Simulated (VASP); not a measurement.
# LiCl (I4/mmm) in VASP: single point with PBE

Aim: the single point of LiCl with PBE.

All numbers are computed with VASP 6.6.1; they aren't measurements. Logs are shortened: lines on timing, memory, paths and dates and some standing lists are left out, and cuts for length are marked.

### Step 1. The cell of the first run

Symmetry: I4/mmm, No. 139, tetragonal system. The conventional cell has a = 3.627 Å, b = 3.627 Å, c = 4.924 Å, α = 90.00°, β = 90.00°, γ = 90.00°. Within 3.3 Å of Li (site symmetry 4/mmm) lie 6 Cl at 2.46 to 2.56 Å. Within 3.3 Å of Cl (site symmetry 4/mmm) lie 6 Li at 2.46 to 2.56 Å.

### Step 2. Single point, PBE (strain -0.0400 x Voigt [1, 0, 0, 0, 0, 0])

File INCAR:

```
ALGO = Normal
EDIFF = 1E-6
ENCUT = 520
GGA = PE
ISIF = 2
ISMEAR = 0
LASPH = T
LCHARG = F
LREAL = F
LWAVE = F
NBANDS = 12
NELM = 100
PREC = Accurate
SIGMA = 0.05
```

File KPOINTS:

```
k-points
0
Gamma
  8 8 8
```

File POSCAR:

```
LiCl
1.0
    0.0000000000      2.5647600000      2.5647600000
    2.4621696000      0.0000000000      2.5647600000
    2.4621696000      2.5647600000      0.0000000000
Li Cl
1 1
Direct
    0.0000000000      0.0000000000      0.0000000000
    0.5000000000      0.5000000000      0.5000000000
```

Potentials or basis: VASP PAW PBE potentials, release 64 (Li_sv, Cl).

Started as:

```console
$ cat potpaw_PBE.64/Li_sv/POTCAR potpaw_PBE.64/Cl/POTCAR > POTCAR
$ mpirun -np 1 vasp_std > vasp.out
```

OUTCAR:

```text
EDIFF = 1E-6
   ENCUT = 520
   GGA = PE
   ISIF = 2
   ISMEAR = 0
   LASPH = T
   LREAL = F
   NELM = 100
   PREC = Accurate

 ion  position               nearest neighbor table
   1  0.000  0.000  0.000-   2 2.46   2 2.46   2 2.56   2 2.56   2 2.56   2 2.56
   2  0.500  0.500  0.500-   1 2.46   1 2.46   1 2.56   1 2.56   1 2.56   1 2.56

  LATTYP: Found a body centered tetragonal cell.
 ALAT       =     3.6271183762
 C/A-ratio  =     1.3576450199

  Lattice vectors:

 A1 = (  -2.4621696000,   0.0000000000,  -2.5647600000)
 A2 = (  -2.4621696000,   0.0000000000,   2.5647600000)
 A3 = (   2.4621696000,   2.5647600000,   0.0000000000)

Analysis of symmetry for initial positions (statically):
=====================================================================
 Subroutine PRICEL returns:
 Original cell was already a primitive cell.

 Routine SETGRP: Setting up the symmetry group for a
 body centered tetragonal supercell.

 Subroutine GETGRP returns: Found 16 space group operations
 (whereof 16 operations were pure point group operations)
 out of a pool of 16 trial point group operations.

The static configuration has the point symmetry D_4h.

Analysis of symmetry for dynamics (positions and initial velocities):
=====================================================================
 Subroutine PRICEL returns:
 Original cell was already a primitive cell.

 Routine SETGRP: Setting up the symmetry group for a
 body centered tetragonal supercell.

 Subroutine GETGRP returns: Found 16 space group operations
 (whereof 16 operations were pure point group operations)
 out of a pool of 16 trial point group operations.

The dynamic configuration has the point symmetry D_4h.

 Subroutine INISYM returns: Found 16 space group operations
 (whereof 16 operations are pure point group operations),
 and found     1 'primitive' translations

----------------------------------------------------------------------------------------

                                     Primitive cell

  volume of cell :      32.3923

  direct lattice vectors                    reciprocal lattice vectors
     0.000000000  2.564760000  2.564760000    -0.203072932  0.194950015  0.194950015
     2.462169600  0.000000000  2.564760000     0.203072932 -0.194950015  0.194950015
     2.462169600  2.564760000  0.000000000     0.203072932  0.194950015 -0.194950015

  length of vectors
     3.627118376  3.555316160  3.555316160     0.342417336  0.342417336  0.342417336

  position of ions in fractional coordinates (direct lattice)
[... 85 lines left out ...]
   ISIF   =      2    stress and relaxation
   ISYM   =      2    0-nonsym 1-usesym 2-fastsym
   POTIM  = 0.5000    time-step for ionic-motion
   TEBEG  =    0.0;   TEEND  =   0.0 temperature during run
   PSTRESS=    0.0 pullay stress
   NELECT =      10.0000    total number of electrons
   NUPDOWN=      -1.0000    fix difference up-down
   EMIN   =  10.00;   EMAX   =-10.00  energy-range for DOS
   EFERMI =   0.00;   METHOD = LEGACY
   ISMEAR =     0;   SIGMA  =   0.05  broadening in eV -4-tet -1-fermi 0-gaus
   EFERMI_NEDOS =   21; number of points for ismear=-14 and -15
   IALGO  =     38    algorithm
   IMIX   =      4    mixing-type and parameters
     AMIX     =   0.40;   BMIX     =  1.00
     AMIX_MAG =   1.60;   BMIX_MAG =  1.00
  volume/ion in A,a.u.               =      16.20       109.30
  Fermi-wavevector in a.u.,A,eV,Ry     =   1.106440  2.090868 16.656367  1.224208
  Thomas-Fermi vector in A             =   2.242940
   LORBIT       =      0    0 simple, 1 ext, 2 COOP (PROOUT), +10 PAW based schemes
   GGA     = PE    functional components
   LHFCALC =     F    Hartree Fock is set to
   AEXX    =    0.0000 exact exchange contribution
   IVDW    =     0    specifies the selected vdW correction
   LEPSILON=     F    determine dielectric tensor
   LRPA    =     F    only Hartree local field effects (RPA)
 non-spin polarized calculation
 Gauss-broadening in eV      SIGMA  =   0.05
  energy-cutoff  :      520.00
  volume of cell :       32.39
 maximum number of plane-waves:       890
   NGX = 13   NGY = 13   NGZ = 13

 number of electron      10.0000000 magnetization

 number of electron       9.9999997 magnetization

 Free energy of the ion-electron system (eV)
  ---------------------------------------------------
  ext. energy  EPLUGINS =         0.00000000
  ---------------------------------------------------
  free energy    TOTEN  =        -7.37148816 eV

  energy without entropy =       -7.37148816  energy(sigma->0) =       -7.37148816

 E-fermi :   1.1610     XC(G=0):  -8.9059

 val. band max:        0.9317431393   @ k =   0.0000   0.0000   0.0000
 cond. band min:       7.4732509394   @ k =   0.0000   0.0000   0.0000
 fundamental gap:      6.5415078002
 Fermi energy:         1.1609938476

 k-point     1 :       0.0000    0.0000    0.0000
  band No.  band energies     occupation
      1     -42.5573      2.00000
      2     -12.6539      2.00000
      3       0.8016      2.00000
      4       0.9317      2.00000
      5       0.9317      2.00000
      6       7.4733      0.00000
      7      12.7540      0.00000
      8      12.7540      0.00000
      9      13.1155      0.00000
     10      15.3074      0.00000
     11      15.3896      0.00000
     12      15.3896      0.00000
[... 331 lines left out ...]
 k-point    24 :       0.3750    0.1250    0.1250
  band No.  band energies     occupation
      1     -42.5549      2.00000
      2     -12.2259      2.00000
      3      -1.0658      2.00000
      4       0.1308      2.00000
      5       0.7438      2.00000
      6       8.7055      0.00000
      7      11.0640      0.00000
      8      11.4328      0.00000
      9      12.1402      0.00000
     10      14.5805      0.00000
     11      17.0251      0.00000
     12      17.7521      0.00000

 [... further k-points ...]
[... 5 lines left out ...]
  --------------------------------------------------------------------------------------
  -------------------------------------------------------------------------------------
  Total        0.6346870      0.2596776      0.2596776      0.0000000      0.0000000     -0.0000000
  in kB       31.3927059     12.8440976     12.8440976      0.0000000      0.0000000     -0.0000000
  external PRESSURE =      19.0269670 kB  Pullay stress =       0.0000000 kB

 VOLUME and BASIS-vectors are now :
 -----------------------------------------------------------------------------
  energy-cutoff  :      520.00
  volume of cell :       32.39
      direct lattice vectors                 reciprocal lattice vectors
     0.000000000  2.564760000  2.564760000    -0.203072932  0.194950015  0.194950015
     2.462169600  0.000000000  2.564760000     0.203072932 -0.194950015  0.194950015
     2.462169600  2.564760000  0.000000000     0.203072932  0.194950015 -0.194950015

 POSITION                                       TOTAL-FORCE (eV/Angst)
 -----------------------------------------------------------------------------------
      0.00000      0.00000      0.00000         0.000000     -0.000000      0.000000
      2.46217      2.56476      2.56476         0.000000      0.000000     -0.000000
 -----------------------------------------------------------------------------------
    total drift:                                0.000000      0.000000      0.000000

  FREE ENERGIE OF THE ION-ELECTRON SYSTEM (eV)
  ---------------------------------------------------
  free  energy   TOTEN  =        -7.3714881592 eV

  energy  without entropy=       -7.3714881592  energy(sigma->0) =       -7.37148816
```

It took 8.5 s on 1 thread of Intel Xeon 6975P-C (Granite Rapids), shared host; peak memory 0.15 GiB.

Results:

| Item | Value |
| --- | --- |
| Free energy | -7.3715 eV |
| Band gap on the k mesh | 6.54 eV, direct |

Caveat: the cell differs from its parent crystal (strain -0.0400 x Voigt [1, 0, 0, 0, 0, 0]); the cutoff is under 1.25 times the usual one of these potentials, so pressure, stress and relaxed cells hold a basis-set (Pulay) error. A k mesh can miss the band edges.
